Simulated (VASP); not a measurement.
# TePb (P6_3/mmc) in VASP: a series of runs

The runs below take TePb through single point, with LDA, PBEsol.

Everything below comes from runs of VASP 6.6.1. Logs are shortened: lines on timing, memory, paths and dates and some standing lists are left out, and cuts for length are marked.

### 1 The cell of the first run

It takes space group P6_3/mmc (No. 194, hexagonal). Conventional cell: a = 4.422 Å, b = 4.422 Å, c = 7.763 Å, α = 90.00°, β = 90.00°, γ = 120.00°. Within 4.2 Å of Pb (site symmetry -3m) lie 6 Te at 3.21 Å and 2 Pb at 3.88 Å. Te (site symmetry -6m2) has 6 Pb at 3.21 Å within 4.2 Å.

### 2 Single point, LDA

INCAR reads:

```
  PREC = Accurate
  ENCUT = 520
  EDIFF = 1E-6
  ISMEAR = -1
  SIGMA = 0.02
  LREAL = F
  LASPH = T
  NELM = 80
  ALGO = Normal
  ISIF = 2
  LWAVE = F
  LCHARG = T
  LELF = T
  LVHAR = T
  NBANDS = 28
```

KPOINTS reads:

```
Automatic mesh
0
Gamma
  6 6 4
```

POSCAR reads:

```
TePb
1.0
    4.4222638788      0.0000000000      0.0000000000
   -2.2111319394      3.8297928612      0.0000000000
    0.0000000000      0.0000000000      7.7632148800
Pb Te
2 2
Direct
    0.0000000000      0.0000000000      0.0000000000
    0.0000000000      0.0000000000      0.5000000000
    0.3333333333      0.6666666667      0.2500000000
    0.6666666667      0.3333333333      0.7500000000
```

Potentials or basis: VASP PAW LDA potentials, release 64 (Pb_d, Te).

Launch:

```console
cat potpaw_LDA.64/Pb_d/POTCAR potpaw_LDA.64/Te/POTCAR > POTCAR
mpirun -np 1 vasp_std > vasp.out
```

OUTCAR:

```text
PREC = Accurate
   ENCUT = 520
   EDIFF = 1E-6
   ISMEAR = -1
   LREAL = F
   LASPH = T
   NELM = 80
   ISIF = 2

 ion  position               nearest neighbor table
   1  0.000  0.000  0.000-   3 3.21   4 3.21   3 3.21   4 3.21   4 3.21   3 3.21   2 3.88   2 3.88

   2  0.000  0.000  0.500-   3 3.21   4 3.21   3 3.21   4 3.21   4 3.21   3 3.21   1 3.88   1 3.88

   3  0.333  0.667  0.250-   1 3.21   2 3.21   1 3.21   2 3.21   1 3.21   2 3.21
   4  0.667  0.333  0.750-   1 3.21   2 3.21   1 3.21   2 3.21   1 3.21   2 3.21

  LATTYP: Found a hexagonal cell.
 ALAT       =     4.4222638788
 C/A-ratio  =     1.7554843159

  Lattice vectors:

 A1 = (   4.4222638788,   0.0000000000,   0.0000000000)
 A2 = (  -2.2111319394,   3.8297928612,   0.0000000000)
 A3 = (   0.0000000000,   0.0000000000,   7.7632148800)

Analysis of symmetry for initial positions (statically):
=====================================================================
 Subroutine PRICEL returns:
 Original cell was already a primitive cell.

 Routine SETGRP: Setting up the symmetry group for a
 hexagonal supercell.

 Subroutine GETGRP returns: Found 24 space group operations
 (whereof 12 operations were pure point group operations)
 out of a pool of 24 trial point group operations.

The static configuration has the point symmetry D_3d.
 The point group associated with its full space group is D_6h.

Analysis of symmetry for dynamics (positions and initial velocities):
=====================================================================
 Subroutine PRICEL returns:
 Original cell was already a primitive cell.

 Routine SETGRP: Setting up the symmetry group for a
 hexagonal supercell.

 Subroutine GETGRP returns: Found 24 space group operations
 (whereof 12 operations were pure point group operations)
 out of a pool of 24 trial point group operations.

The dynamic configuration has the point symmetry D_3d.
 The point group associated with its full space group is D_6h.

 Subroutine INISYM returns: Found 24 space group operations
 (whereof 12 operations are pure point group operations),
 and found     1 'primitive' translations

----------------------------------------------------------------------------------------

                                     Primitive cell

  volume of cell :     131.4806

  direct lattice vectors                    reciprocal lattice vectors
     4.422263879  0.000000000  0.000000000     0.226128523  0.130555364  0.000000000
    -2.211131939  3.829792861  0.000000000     0.000000000  0.261110727  0.000000000
     0.000000000  0.000000000  7.763214880     0.000000000  0.000000000  0.128812614

  length of vectors
     4.422263879  4.422263879  7.763214880     0.261110727  0.261110727  0.128812614

  position of ions in fractional coordinates (direct lattice)
     0.000000000  0.000000000  0.000000000
     0.000000000  0.000000000  0.500000000
     0.333333333  0.666666667  0.250000000
     0.666666667  0.333333333  0.750000000

  ion indices of the primitive-cell ions
   primitive index   ion index
                 1           1
                 2           2
                 3           3
                 4           4

----------------------------------------------------------------------------------------

 KPOINTS: Automatic mesh

Automatic generation of k-mesh.
 Grid dimensions read from file:
 generate k-points for:    6    6    4

 Generating k-lattice:

  Cartesian coordinates                     Fractional coordinates (reciprocal lattice)
     0.037688087  0.021759227  0.000000000     0.166666667  0.000000000  0.000000000
     0.000000000  0.043518455  0.000000000     0.000000000  0.166666667  0.000000000
     0.000000000  0.000000000  0.032203153     0.000000000  0.000000000  0.250000000

  Length of vectors
     0.043518455  0.043518455  0.032203153

  Shift w.r.t. Gamma in fractional coordinates (k-lattice)
     0.000000000  0.000000000  0.000000000

 Subroutine IBZKPT returns following result:
 ===========================================

 Found     21 irreducible k-points:

 Following reciprocal coordinates:
            Coordinates               Weight
  0.000000  0.000000  0.000000      1.000000
  0.166667 -0.000000  0.000000      6.000000
  0.333333 -0.000000  0.000000      6.000000
  0.500000  0.000000  0.000000      3.000000
  0.166667  0.166667  0.000000      6.000000
  0.333333  0.166667  0.000000     12.000000
[... 13 lines left out ...]
  0.333333  0.166667  0.500000     12.000000
  0.333333  0.333333  0.500000      2.000000
   k-points           NKPTS =     21   k-points in BZ     NKDIM =     21   number of bands    NBANDS=     28
   number of dos      NEDOS =    301   number of ions     NIONS =      4
   total plane-waves  NPLWV =  77760
   dimension x,y,z NGX =    36 NGY =   36 NGZ =   60
   dimension x,y,z NGXF=    72 NGYF=   72 NGZF=  120
   ions per type =               2   2
   NGX,Y,Z   is equivalent  to a cutoff of  13.53, 13.53, 12.85 a.u.
   NGXF,Y,Z  is equivalent  to a cutoff of  27.07, 27.07, 25.70 a.u.
 SYSTEM =  unknown system
   PREC   = accura    normal or accurate (medium, high low for compatibility)
   ISTART =      0    job   : 0-new  1-cont  2-samecut
   ICHARG =      2    charge: 1-file 2-atom 10-const
   ISPIN  =      1    spin polarized calculation?
   LNONCOLLINEAR =      F non collinear calculations
   LSORBIT =      F    spin-orbit coupling
   LASPH  =      T    aspherical Exc in radial PAW
   ENCUT  =  520.0 eV  38.22 Ry    6.18 a.u.   8.22  8.22 14.43*2*pi/ulx,y,z
   NELM   =     80;   NELMIN=  2; NELMDL= -5     # of ELM steps
   EDIFF  = 0.1E-05   stopping-criterion for ELM
   LREAL  =      F    real-space projection
   EDIFFG = 0.1E-04   stopping-criterion for IOM
   NSW    =      0    number of steps for IOM
   IBRION =     -1    ionic relax: 0-MD 1-quasi-New 2-CG
   NFREE  =      0    steps in history (QN), initial steepest desc. (CG)
   ISIF   =      2    stress and relaxation
   ISYM   =      2    0-nonsym 1-usesym 2-fastsym
   POTIM  = 0.5000    time-step for ionic-motion
   TEBEG  =    0.0;   TEEND  =   0.0 temperature during run
   PSTRESS=    0.0 pullay stress
   NELECT =      40.0000    total number of electrons
   NUPDOWN=      -1.0000    fix difference up-down
   EMIN   =  10.00;   EMAX   =-10.00  energy-range for DOS
   EFERMI =   0.00;   METHOD = LEGACY
   ISMEAR =    -1;   SIGMA  =   0.02  broadening in eV -4-tet -1-fermi 0-gaus
   EFERMI_NEDOS =   21; number of points for ismear=-14 and -15
   IALGO  =     38    algorithm
   IMIX   =      4    mixing-type and parameters
     AMIX     =   0.40;   BMIX     =  1.00
     AMIX_MAG =   1.60;   BMIX_MAG =  1.00
  volume/ion in A,a.u.               =      32.87       221.82
  Fermi-wavevector in a.u.,A,eV,Ry     =   1.101052  2.080686 16.494540  1.212314
  Thomas-Fermi vector in A             =   2.237473
   LORBIT       =      0    0 simple, 1 ext, 2 COOP (PROOUT), +10 PAW based schemes
   GGA     = CA    functional components
   LHFCALC =     F    Hartree Fock is set to
   AEXX    =    0.0000 exact exchange contribution
   IVDW    =     0    specifies the selected vdW correction
   LEPSILON=     F    determine dielectric tensor
   LRPA    =     F    only Hartree local field effects (RPA)
 non-spin polarized calculation
  energy-cutoff  :      520.00
  volume of cell :      131.48
 maximum number of plane-waves:      3576
 NGX is ok and might be reduce to    36
   NGX = 17   NGY = 17   NGZ = 29

 number of electron      39.9999991 magnetization

 Free energy of the ion-electron system (eV)
  ---------------------------------------------------
  ext. energy  EPLUGINS =         0.00000000
  ---------------------------------------------------
  free energy    TOTEN  =       -17.37473713 eV

  energy without entropy =      -17.37341154  energy(sigma->0) =      -17.37407434

 E-fermi :   6.2717     XC(G=0):  -9.6784

 val. band max:        6.2552573263   @ k =   0.0000   0.0000   0.0000
 cond. band min:       6.2724988991   @ k =   0.5000   0.0000   0.0000
 fundamental gap:      0.0172415728
 Fermi energy:         6.2717188710

 k-point     1 :       0.0000    0.0000    0.0000
  band No.  band energies     occupation
      1     -11.0052      2.00000
      2     -10.9887      2.00000
      3     -10.9887      2.00000
      4     -10.9652      2.00000
      5     -10.9652      2.00000
      6     -10.9512      2.00000
[... 20 lines left out ...]
     27      10.6783      0.00000
     28      12.0686      0.00000

 k-point     2 :       0.1667   -0.0000    0.0000
  band No.  band energies     occupation
      1     -11.0041      2.00000
      2     -11.0007      2.00000
      3     -10.9859      2.00000
      4     -10.9686      2.00000
      5     -10.9590      2.00000
      6     -10.9537      2.00000
[... 20 lines left out ...]
     27      10.6689      0.00000
     28      11.3120      0.00000

 k-point     3 :       0.3333   -0.0000    0.0000
  band No.  band energies     occupation
      1     -11.0330      2.00000
      2     -10.9954      2.00000
      3     -10.9840      2.00000
      4     -10.9768      2.00000
      5     -10.9564      2.00000
      6     -10.9485      2.00000
[... 20 lines left out ...]
     27      11.2197      0.00000
     28      12.8286      0.00000

 k-point     4 :       0.5000    0.0000    0.0000
  band No.  band energies     occupation
      1     -11.0478      2.00000
      2     -10.9929      2.00000
      3     -10.9843      2.00000
      4     -10.9813      2.00000
      5     -10.9569      2.00000
      6     -10.9447      2.00000
[... 485 lines left out ...]
     27      11.1631      0.00000
     28      11.1631      0.00000

 k-point    20 :       0.3333    0.1667    0.5000
  band No.  band energies     occupation
      1     -11.0045      2.00000
      2     -11.0045      2.00000
      3     -10.9694      2.00000
      4     -10.9694      2.00000
      5     -10.9490      2.00000
      6     -10.9490      2.00000
[... 20 lines left out ...]
     27      12.0164      0.00000
     28      12.0164      0.00000

 k-point    21 :       0.3333    0.3333    0.5000
  band No.  band energies     occupation
      1     -10.9996      2.00000
      2     -10.9996      2.00000
      3     -10.9774      2.00000
      4     -10.9774      2.00000
      5     -10.9393      2.00000
      6     -10.9393      2.00000
[... 20 lines left out ...]
     27      12.3408      0.00000
     28      12.3408      0.00000

------------------------ aborting loop because EDIFF is reached ----------------------------------------

  FORCE on cell =-STRESS in cart. coord.  units (eV):
  Direction    XX          YY          ZZ          XY          YZ          ZX
  --------------------------------------------------------------------------------------
  -------------------------------------------------------------------------------------
  Total        0.0161287      0.0161287      0.0929120      0.0000000     -0.0000000      0.0000000
  in kB        0.1965392      0.1965392      1.1321941      0.0000000     -0.0000000      0.0000000
  external PRESSURE =       0.5084242 kB  Pullay stress =       0.0000000 kB

 VOLUME and BASIS-vectors are now :
 -----------------------------------------------------------------------------
  energy-cutoff  :      520.00
  volume of cell :      131.48
      direct lattice vectors                 reciprocal lattice vectors
     4.422263879  0.000000000  0.000000000     0.226128523  0.130555364  0.000000000
    -2.211131939  3.829792861  0.000000000     0.000000000  0.261110727  0.000000000
     0.000000000  0.000000000  7.763214880     0.000000000  0.000000000  0.128812614

 POSITION                                       TOTAL-FORCE (eV/Angst)
 -----------------------------------------------------------------------------------
      0.00000      0.00000      0.00000        -0.000000      0.000000     -0.000000
      0.00000      0.00000      3.88161        -0.000000      0.000000     -0.000000
     -0.00000      2.55320      1.94080         0.000000     -0.000000     -0.000000
      2.21113      1.27660      5.82241        -0.000000      0.000000      0.000000
 -----------------------------------------------------------------------------------
    total drift:                               -0.000000      0.000000     -0.000000

  FREE ENERGIE OF THE ION-ELECTRON SYSTEM (eV)
  ---------------------------------------------------
  free  energy   TOTEN  =       -17.3747371344 eV

  energy  without entropy=      -17.3734115397  energy(sigma->0) =      -17.37407434
```

Run time: 1.9 min. Hardware: 1 thread of Intel Xeon 8259CL, shared host; peak memory 0.25 GiB.

Results:

```
Free energy            : -17.3747 eV
Pressure               : 0.1 GPa
Band gap on the k mesh : zero (bands 20 and 21 overlap by 0.14 eV)
```

Levels at points of the mesh, in eV from the Fermi level:
| k point | band 17 | band 18 | band 19 | band 20 | band 21 | band 22 | band 23 | band 24 |
| --- | --- | --- | --- | --- | --- | --- | --- | --- |
| (0.00, 0.00, 0.00) | -1.84 | -1.23 | -1.23 | -0.02 | 0.11 | 1.93 | 1.93 | 2.25 |
| (0.50, 0.00, 0.00) | -3.24 | -1.41 | -1.37 | -1.15 | 0.00 | 0.70 | 1.81 | 3.59 |
| (0.00, 0.00, 0.50) | -1.54 | -1.54 | -1.50 | -1.50 | 1.99 | 1.99 | 1.99 | 1.99 |
| (0.50, 0.00, 0.50) | -2.87 | -2.87 | -2.59 | -2.59 | 1.77 | 1.77 | 2.77 | 2.77 |

Caveat: semilocal functionals underestimate gaps, so a narrow gap can read as zero; spin-orbit coupling is left out, which moves the levels of the heavy elements.

(Continued in part 2 of 2.)
